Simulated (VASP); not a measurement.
Set up this calculation in VASP 6.6.1, as the native input.

* Task: single point
* Functional: HSE06
* Potentials or basis: VASP PAW PBE potentials, release 64 (Sb, B, Bi_d)
* Cutoff: 420 eV
* k mesh: 4 × 4 × 2
* Occupations: gaussian, width 0.01 eV
* Spin: no spin polarisation
* Dipole correction: no
* Grid for exact exchange (PRECFOCK): Normal
* Further INCAR settings: ALGO = Normal; EDIFF = 1e-06; NBANDS = 21
* Share of exact exchange: 0.25
* Screening parameter: 0.2079 1/Å

BiB2Sb:

```
CELL_PARAMETERS angstrom
3.79320 0.00000 0.00000
0.00000 3.79320 0.00000
0.00000 0.00000 5.36456
ATOMIC_POSITIONS crystal
Sb 0.00000 0.00000 0.00000
B 0.00000 0.50000 0.76182
B 0.50000 0.00000 0.23818
Bi 0.50000 0.50000 0.50000
```

One way to write it, as run:

POSCAR

```
BiB2Sb
1.0
    3.7932038786      0.0000000000      0.0000000000
    0.0000000000      3.7932038786      0.0000000000
    0.0000000000      0.0000000000      5.3645596183
Sb B Bi
1 2 1
Direct
    0.0000000000      0.0000000000      0.0000000000
    0.0000000000      0.5000000000      0.7618180394
    0.5000000000      0.0000000000      0.2381819606
    0.5000000000      0.5000000000      0.5000000000
```

INCAR.step1

```
PREC = Accurate ; ENCUT = 420
EDIFF = 1E-5 ; ISMEAR = 0
SIGMA = 0.01 ; LREAL = F
LASPH = T ; NELM = 120
ALGO = Normal ; ISIF = 2
LWAVE = T ; LCHARG = F
GGA = PE ; NBANDS = 21
GGA_COMPAT = F
```

INCAR.step2

```
PREC = Accurate ; ENCUT = 420
EDIFF = 1E-6 ; ISMEAR = 0
SIGMA = 0.01 ; LREAL = F
LASPH = T ; NELM = 120
ALGO = Normal ; ISIF = 2
LWAVE = F ; LCHARG = F
GGA = PE ; LHFCALC = T
HFSCREEN = 0.2079 ; PRECFOCK = Normal
ISTART = 1 ; NBANDS = 21
GGA_COMPAT = F
```

KPOINTS

```
Automatic mesh
0
Gamma
  4 4 2
```

Potentials or basis: VASP PAW PBE potentials, release 64 (Sb, B, Bi_d).

Run with:

```bash
$ cat potpaw_PBE.64/Sb/POTCAR potpaw_PBE.64/B/POTCAR potpaw_PBE.64/Bi_d/POTCAR > POTCAR
$ cp INCAR.step1 INCAR
$ mpirun -np 1 vasp_std > vasp.out
$ cp INCAR.step2 INCAR
$ mpirun -np 1 vasp_std > vasp.out
```

It gave:

```json
{
 "Pressure": "-1.8 GPa",
 "Band gap on the k mesh": "1.21 eV (least direct gap 1.33 eV)"
}
```

Caveat: the k points lie up to 0.59 Å⁻¹ apart; the PAW data sets were made with another functional, which shifts forces and pressure a little; spin-orbit coupling is left out, which moves the levels of the heavy elements.

Run time: 13 min on 1 thread of Intel(R) Xeon(R) Platinum 8259CL CPU @ 2.50GHz (Skylake/Cascade Lake), on a shared host, peak memory 0.29 GiB.
